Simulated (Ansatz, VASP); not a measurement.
TaN in VASP and in Ansatz

The input INCAR:

```
ALGO = Normal
EDIFF = 1E-8
ENCUT = 520
GGA = CA
GGA_COMPAT = F
ISIF = 2
ISMEAR = -1
LASPH = T
LCHARG = F
LEFG = T
LREAL = F
LWAVE = F
NBANDS = 16
NELM = 120
PREC = Accurate
SIGMA = 0.02
```

The input KPOINTS:

```
k-points
0
Gamma
  12 12 10
```

File POSCAR:

```
TaN
1.0
    2.9766611718      0.0000000000      0.0000000000
   -1.4883305859      2.5778641933      0.0000000000
    0.0000000000      0.0000000000      2.9209385612
Ta N
1 1
Direct
    0.3333333333      0.6666666667      0.5000000000
    0.0000000000      0.0000000000      0.0000000000
```

Input for Ansatz:

```yaml
crystal:
  lattice:
    - [2.9766611718, 0.0, 0.0]
    - [-1.4883305859, 2.5778641933, 0.0]
    - [0.0, 0.0, 2.9209385612]
  atoms:
    - { symbol: Ta, position: [0.3333333333, 0.6666666667, 0.5] }
    - { symbol: "N", position: [0.0, 0.0, 0.0] }
kpoints:
  mp_grid: { grid: [12, 12, 10] }
scf:
  occupations: { method: fermi_dirac, width: 0.02 }
hamiltonian:
  xc: lda
  pseudopotentials: { kind: paw }
output:
  forces: true
  stress: true
  eigenvalues: true
  efg: { contact_densities: true }
```

Change from the starting cell: volume scaled by 1.04, PAW files.

Alike in both runs: task electric field gradients; functional LDA; k mesh 12 × 12 × 10; occupations fermi-dirac, width 0.02 eV; no spin polarisation.

|  | VASP | Ansatz |
| --- | --- | --- |
| version | VASP 6.6.1 | Ansatz 0.2.0 |
| potentials or method | VASP PAW LDA potentials, release 64 (Ta_sv_GW, N) | PAW with Ansatz's default frozen-core files, scalar-relativistic |
| plane-wave cutoff (eV) | 520 | 420 |
| valence electrons in the cell | 18 | 18 |

Ansatz gave:

| Quantity | Value |
| --- | --- |
| size of Vzz on the site where it differs most (V/Å²) | 56.1 |

Q: What did VASP give for the same quantities?

A: Size of Vzz on the site where it differs most (V/Å²): 39.2.

LDA's correlation is that of Perdew and Zunger in VASP and of Perdew and Wang (1992) in Ansatz.

Spin-orbit coupling is off throughout.
